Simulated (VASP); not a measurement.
# AlN (dq13) (P6_3mc) in VASP: a series of runs

The runs below take AlN (dq13) through single point, relaxation of cell and atoms, with LDA.

Everything below comes from runs of VASP 6.6.1. Logs are shortened: lines on timing, memory, paths and dates and some standing lists are left out, and cuts for length are marked.

**1. The cell of the first run**

Symmetry: P6_3mc, No. 186, hexagonal system. The conventional cell has a = 3.129 Å, b = 3.129 Å, c = 5.017 Å, α = 90.00°, β = 90.00°, γ = 120.00°. Al (site symmetry 3m) has 4 N at 1.90 to 1.91 Å within 2.5 Å. N (site symmetry 3m) has 4 Al at 1.90 to 1.91 Å within 2.5 Å.

**2. Single point, LDA**

File INCAR:

```
SYSTEM = AlN
PREC = Accurate
ENCUT = 520
EDIFF = 1E-6
ISMEAR = 0
SIGMA = 0.1
LREAL = .FALSE.
LASPH = .TRUE.
NELM = 60
ALGO = Normal
ISIF = 2
LWAVE = .FALSE.
LCHARG = .TRUE.
GGA = CA
LELF = .TRUE.
LVHAR = .TRUE.
NBANDS = 16
```

File KPOINTS:

```
Automatic mesh
0
G
  6 6 4
  0 0 0
```

File POSCAR:

```
AlN
1.0
    3.1285881400      0.0000000000      0.0000000000
   -1.5642940700      2.7094368000      0.0000000000
    0.0000000000      0.0000000000      5.0169550000
Al N
2 2
Direct
    0.6666666700      0.3333333300      0.4992870000
    0.3333333300      0.6666666700      0.9992870000
    0.6666666700      0.3333333300      0.8807130000
    0.3333333300      0.6666666700      0.3807130000
```

Potentials or basis: VASP PAW LDA potentials, release 64 (Al, N).

On the command line:

```console
> cat potpaw_LDA.64/Al/POTCAR potpaw_LDA.64/N/POTCAR > POTCAR
> mpirun -np 1 vasp_std > vasp.out
```

OUTCAR:

```text
SYSTEM = AlN
   PREC = Accurate
   ENCUT = 520
   EDIFF = 1E-6
   ISMEAR = 0
   LREAL = .FALSE.
   LASPH = .TRUE.
   NELM = 60
   ISIF = 2
   GGA = CA

 ion  position               nearest neighbor table
   1  0.667  0.333  0.499-   4 1.90   4 1.90   4 1.90   3 1.91   2 3.09   2 3.09   2 3.09   2 3.09
                             2 3.09   2 3.09
   2  0.333  0.667  0.999-   3 1.90   3 1.90   3 1.90   4 1.91   1 3.09   1 3.09   1 3.09   1 3.09
                             1 3.09   1 3.09
   3  0.667  0.333  0.881-   2 1.90   2 1.90   2 1.90   1 1.91
   4  0.333  0.667  0.381-   1 1.90   1 1.90   1 1.90   2 1.91

  LATTYP: Found a hexagonal cell.
 ALAT       =     3.1285881400
 C/A-ratio  =     1.6035843567

  Lattice vectors:

 A1 = (   3.1285881400,   0.0000000000,   0.0000000000)
 A2 = (  -1.5642940700,   2.7094368000,   0.0000000000)
 A3 = (   0.0000000000,   0.0000000000,   5.0169550000)

Analysis of symmetry for initial positions (statically):
=====================================================================
 Subroutine PRICEL returns:
 Original cell was already a primitive cell.

 Routine SETGRP: Setting up the symmetry group for a
 hexagonal supercell.

 Subroutine GETGRP returns: Found 12 space group operations
 (whereof  6 operations were pure point group operations)
 out of a pool of 24 trial point group operations.

The static configuration has the point symmetry C_3v.
 The point group associated with its full space group is C_6v.

Analysis of symmetry for dynamics (positions and initial velocities):
=====================================================================
 Subroutine PRICEL returns:
 Original cell was already a primitive cell.

 Routine SETGRP: Setting up the symmetry group for a
 hexagonal supercell.

 Subroutine GETGRP returns: Found 12 space group operations
 (whereof  6 operations were pure point group operations)
 out of a pool of 24 trial point group operations.

The dynamic configuration has the point symmetry C_3v.
 The point group associated with its full space group is C_6v.

 Subroutine INISYM returns: Found 12 space group operations
 (whereof  6 operations are pure point group operations),
 and found     1 'primitive' translations

----------------------------------------------------------------------------------------

                                     Primitive cell

  volume of cell :      42.5273

  direct lattice vectors                    reciprocal lattice vectors
     3.128588140  0.000000000  0.000000000     0.319632996  0.184540197  0.000000000
    -1.564294070  2.709436800  0.000000000     0.000000000  0.369080393  0.000000000
     0.000000000  0.000000000  5.016955000     0.000000000  0.000000000  0.199324092

  length of vectors
     3.128588140  3.128588134  5.016955000     0.369080393  0.369080393  0.199324092

  position of ions in fractional coordinates (direct lattice)
     0.666666670  0.333333330  0.499287000
     0.333333330  0.666666670  0.999287000
     0.666666670  0.333333330  0.880713000
     0.333333330  0.666666670  0.380713000

  ion indices of the primitive-cell ions
   primitive index   ion index
                 1           1
                 2           2
                 3           3
                 4           4

----------------------------------------------------------------------------------------

 KPOINTS: Automatic mesh

Automatic generation of k-mesh.
 Grid dimensions read from file:
 generate k-points for:    6    6    4

 Generating k-lattice:

  Cartesian coordinates                     Fractional coordinates (reciprocal lattice)
     0.053272166  0.030756699  0.000000000     0.166666667  0.000000000  0.000000000
     0.000000000  0.061513399  0.000000000     0.000000000  0.166666667  0.000000000
     0.000000000  0.000000000  0.049831023     0.000000000  0.000000000  0.250000000

  Length of vectors
     0.061513399  0.061513399  0.049831023

  Shift w.r.t. Gamma in fractional coordinates (k-lattice)
     0.000000000  0.000000000  0.000000000

 Subroutine IBZKPT returns following result:
 ===========================================

 Found     21 irreducible k-points:

 Following reciprocal coordinates:
            Coordinates               Weight
  0.000000  0.000000  0.000000      1.000000
  0.166667 -0.000000  0.000000      6.000000
  0.333333  0.000000  0.000000      6.000000
  0.500000  0.000000  0.000000      3.000000
  0.166667  0.166667  0.000000      6.000000
  0.333333  0.166667  0.000000     12.000000
[... 13 lines left out ...]
  0.333333  0.166667  0.500000     12.000000
  0.333333  0.333333  0.500000      2.000000
   k-points           NKPTS =     21   k-points in BZ     NKDIM =     21   number of bands    NBANDS=     16
   number of dos      NEDOS =    301   number of ions     NIONS =      4
   total plane-waves  NPLWV =  23040
   dimension x,y,z NGX =    24 NGY =   24 NGZ =   40
   dimension x,y,z NGXF=    48 NGYF=   48 NGZF=   80
   ions per type =               2   2
   NGX,Y,Z   is equivalent  to a cutoff of  12.75, 12.75, 13.25 a.u.
   NGXF,Y,Z  is equivalent  to a cutoff of  25.51, 25.51, 26.51 a.u.
 SYSTEM =  AlN
   PREC   = accura    normal or accurate (medium, high low for compatibility)
   ISTART =      0    job   : 0-new  1-cont  2-samecut
   ICHARG =      2    charge: 1-file 2-atom 10-const
   ISPIN  =      1    spin polarized calculation?
   LNONCOLLINEAR =      F non collinear calculations
   LSORBIT =      F    spin-orbit coupling
   LASPH  =      T    aspherical Exc in radial PAW
   ENCUT  =  520.0 eV  38.22 Ry    6.18 a.u.   5.82  5.82  9.33*2*pi/ulx,y,z
   NELM   =     60;   NELMIN=  2; NELMDL= -5     # of ELM steps
   EDIFF  = 0.1E-05   stopping-criterion for ELM
   LREAL  =      F    real-space projection
   EDIFFG = 0.1E-04   stopping-criterion for IOM
   NSW    =      0    number of steps for IOM
   IBRION =     -1    ionic relax: 0-MD 1-quasi-New 2-CG
   NFREE  =      0    steps in history (QN), initial steepest desc. (CG)
   ISIF   =      2    stress and relaxation
   ISYM   =      2    0-nonsym 1-usesym 2-fastsym
   POTIM  = 0.5000    time-step for ionic-motion
   TEBEG  =    0.0;   TEEND  =   0.0 temperature during run
   PSTRESS=    0.0 pullay stress
   NELECT =      16.0000    total number of electrons
   NUPDOWN=      -1.0000    fix difference up-down
   EMIN   =  10.00;   EMAX   =-10.00  energy-range for DOS
   EFERMI =   0.00;   METHOD = LEGACY
   ISMEAR =     0;   SIGMA  =   0.10  broadening in eV -4-tet -1-fermi 0-gaus
   EFERMI_NEDOS =   21; number of points for ismear=-14 and -15
   IALGO  =     38    algorithm
   IMIX   =      4    mixing-type and parameters
     AMIX     =   0.40;   BMIX     =  1.00
     AMIX_MAG =   1.60;   BMIX_MAG =  1.00
  volume/ion in A,a.u.               =      10.63        71.75
  Fermi-wavevector in a.u.,A,eV,Ry     =   1.181841  2.233355 19.003903  1.396747
  Thomas-Fermi vector in A             =   2.318106
   LORBIT       =      0    0 simple, 1 ext, 2 COOP (PROOUT), +10 PAW based schemes
   GGA     = CA    functional components
   LHFCALC =     F    Hartree Fock is set to
   AEXX    =    0.0000 exact exchange contribution
   IVDW    =     0    specifies the selected vdW correction
   LEPSILON=     F    determine dielectric tensor
   LRPA    =     F    only Hartree local field effects (RPA)
 non-spin polarized calculation
 Gauss-broadening in eV      SIGMA  =   0.10
  energy-cutoff  :      520.00
  volume of cell :       42.53
 maximum number of plane-waves:      1170
 NGX is ok and might be reduce to    24
   NGX = 11   NGY = 11   NGZ = 19

 number of electron      16.0000002 magnetization

 Free energy of the ion-electron system (eV)
  ---------------------------------------------------
  ext. energy  EPLUGINS =         0.00000000
  ---------------------------------------------------
  free energy    TOTEN  =       -32.80386717 eV

  energy without entropy =      -32.80386717  energy(sigma->0) =      -32.80386717

 E-fermi :   6.1813     XC(G=0): -11.1672

 val. band max:        5.7097871807   @ k =   0.0000   0.0000   0.0000
 cond. band min:       9.7877588388   @ k =   0.0000   0.0000   0.0000
 fundamental gap:      4.0779716582
 Fermi energy:         6.1813409075

 k-point     1 :       0.0000    0.0000    0.0000
  band No.  band energies     occupation
      1      -9.2025      2.00000
      2      -7.0442      2.00000
      3      -0.2546      2.00000
      4       4.8650      2.00000
      5       4.8650      2.00000
      6       5.5118      2.00000
[... 8 lines left out ...]
     15      18.4767      0.00000
     16      18.4767      0.00000

 k-point     2 :       0.1667   -0.0000    0.0000
  band No.  band energies     occupation
      1      -8.8550      2.00000
      2      -6.8534      2.00000
      3       0.1578      2.00000
      4       3.4461      2.00000
      5       4.2281      2.00000
      6       4.4739      2.00000
[... 8 lines left out ...]
     15      17.7743      0.00000
     16      18.2300      0.00000

 k-point     3 :       0.3333    0.0000    0.0000
  band No.  band energies     occupation
      1      -7.9541      2.00000
      2      -6.5122      2.00000
      3       1.2141      2.00000
      4       1.3162      2.00000
      5       2.4057      2.00000
      6       3.8858      2.00000
[... 8 lines left out ...]
     15      17.4398      0.00000
     16      19.7248      0.00000

 k-point     4 :       0.5000    0.0000    0.0000
  band No.  band energies     occupation
      1      -7.2188      2.00000
      2      -6.5180      2.00000
      3       0.2865      2.00000
      4       1.5548      2.00000
      5       2.3808      2.00000
      6       3.6408      2.00000
[... 8 lines left out ...]
     15      18.2346      0.00000
     16      20.3623      0.00000
[... 267 lines left out ...]
 k-point    19 :       0.1667    0.1667    0.5000
  band No.  band energies     occupation
      1      -7.4982      2.00000
      2      -7.4982      2.00000
      3       1.5318      2.00000
      4       1.5318      2.00000
      5       3.8926      2.00000
      6       3.8926      2.00000
[... 8 lines left out ...]
     15      18.3184      0.00000
     16      18.3184      0.00000

 k-point    20 :       0.3333    0.1667    0.5000
  band No.  band energies     occupation
      1      -6.8629      2.00000
      2      -6.8629      2.00000
      3       0.5779      2.00000
      4       0.5779      2.00000
      5       3.1011      2.00000
      6       3.1011      2.00000
[... 8 lines left out ...]
     15      18.8268      0.00000
     16      18.8268      0.00000

 k-point    21 :       0.3333    0.3333    0.5000
  band No.  band energies     occupation
      1      -6.6321      2.00000
      2      -6.6321      2.00000
      3       0.8847      2.00000
      4       0.8847      2.00000
      5       1.8747      2.00000
      6       1.8747      2.00000
[... 8 lines left out ...]
     15      19.2613      0.00000
     16      19.2613      0.00000

------------------------ aborting loop because EDIFF is reached ----------------------------------------

  FORCE on cell =-STRESS in cart. coord.  units (eV):
  Direction    XX          YY          ZZ          XY          YZ          ZX
  --------------------------------------------------------------------------------------
  -------------------------------------------------------------------------------------
  Total       -1.9684107     -1.9684107     -1.9465896      0.0000000      0.0000000      0.0000000
  in kB      -74.1581149    -74.1581145    -73.3360236      0.0000000      0.0000000      0.0000000
  external PRESSURE =     -73.8840843 kB  Pullay stress =       0.0000000 kB

 VOLUME and BASIS-vectors are now :
 -----------------------------------------------------------------------------
  energy-cutoff  :      520.00
  volume of cell :       42.53
      direct lattice vectors                 reciprocal lattice vectors
     3.128588140  0.000000000  0.000000000     0.319632996  0.184540197  0.000000000
    -1.564294070  2.709436800  0.000000000     0.000000000  0.369080393  0.000000000
     0.000000000  0.000000000  5.016955000     0.000000000  0.000000000  0.199324092

 POSITION                                       TOTAL-FORCE (eV/Angst)
 -----------------------------------------------------------------------------------
      1.56429      0.90315      2.50490        -0.000000      0.000000      0.002226
     -0.00000      1.80629      5.01338        -0.000000      0.000000      0.002226
      1.56429      0.90315      4.41850        -0.000000      0.000000     -0.002226
     -0.00000      1.80629      1.91002         0.000000     -0.000000     -0.002226
 -----------------------------------------------------------------------------------
    total drift:                               -0.000009      0.000005      0.000703

  FREE ENERGIE OF THE ION-ELECTRON SYSTEM (eV)
  ---------------------------------------------------
  free  energy   TOTEN  =       -32.8038671663 eV

  energy  without entropy=      -32.8038671663  energy(sigma->0) =      -32.80386717
```

Run time: 6.9 s. Hardware: 1 thread of Intel Xeon Platinum 8488C (Sapphire Rapids), shared host; peak memory 0.14 GiB.

What came out:

- Free energy: -32.8039 eV
- Pressure: -7.4 GPa
- Band gap on the k mesh: 4.08 eV, direct

Forces in eV/Å, atoms in the order of the input:
```
Al   0.000  0.000  0.002
Al   0.000  0.000  0.002
N    0.000  0.000 -0.002
N    0.000  0.000 -0.002
```

Stress tensor (GPa, compression positive):
```
-7.42  0.00  0.00
 0.00 -7.42  0.00
 0.00  0.00 -7.33
```

LDA gaps usually lie below the measured ones, often by a third to a half.

**3. Single point, LDA**

This run uses another cell than the first one, of 10.21 Å³/atom, 0.960 times its volume.

File INCAR:

```
SYSTEM = AlN
PREC = Accurate ; ENCUT = 520
EDIFF = 1E-7 ; ISMEAR = 0
SIGMA = 0.02 ; LREAL = .FALSE.
LASPH = .TRUE. ; NELM = 100
ALGO = Normal ; ISIF = 2
LWAVE = .FALSE. ; LCHARG = .TRUE.
GGA = CA ; LELF = .TRUE.
LVHAR = .TRUE. ; NBANDS = 16
```

File KPOINTS:

```
Automatic mesh
0
G
  9 9 4
  0 0 0
```

File POSCAR:

```
AlN
1.0
    3.0886447092      0.0000000000      0.0000000000
   -1.5443223546      2.6748447814      0.0000000000
    0.0000000000      0.0000000000      4.9430764481
Al N
2 2
Direct
    0.6666666667      0.3333333333      0.4990076329
    0.3333333333      0.6666666667      0.9990076329
    0.6666666667      0.3333333333      0.8809923671
    0.3333333333      0.6666666667      0.3809923671
```

Potentials or basis: VASP PAW LDA potentials, release 64 (Al, N).

On the command line:

```console
> cat potpaw_LDA.64/Al/POTCAR potpaw_LDA.64/N/POTCAR > POTCAR
> mpirun -np 1 vasp_std > vasp.out
```

It took 11 s on 1 thread of Intel Xeon Platinum 8488C (Sapphire Rapids), shared host; peak memory 0.14 GiB.

It converged, with:

- Free energy: -32.8411 eV
- Pressure: 0.7 GPa
- Band gap on the k mesh: 4.42 eV, direct

Levels at points of the mesh, in eV from the valence-band top:
```
           k point  band 6  band 7  band 8  band 9  band 10  band 11
(0.00, 0.00, 0.00)   -0.23   -0.23    0.00    4.42     6.73    10.66
(0.00, 0.00, 0.50)   -0.57   -0.57   -0.57    6.61     6.61    10.32
```

A k mesh can miss the band edges. Expect the measured gap to be larger: semilocal functionals such as LDA lack the derivative discontinuity.

(Continued in part 2 of 2.)
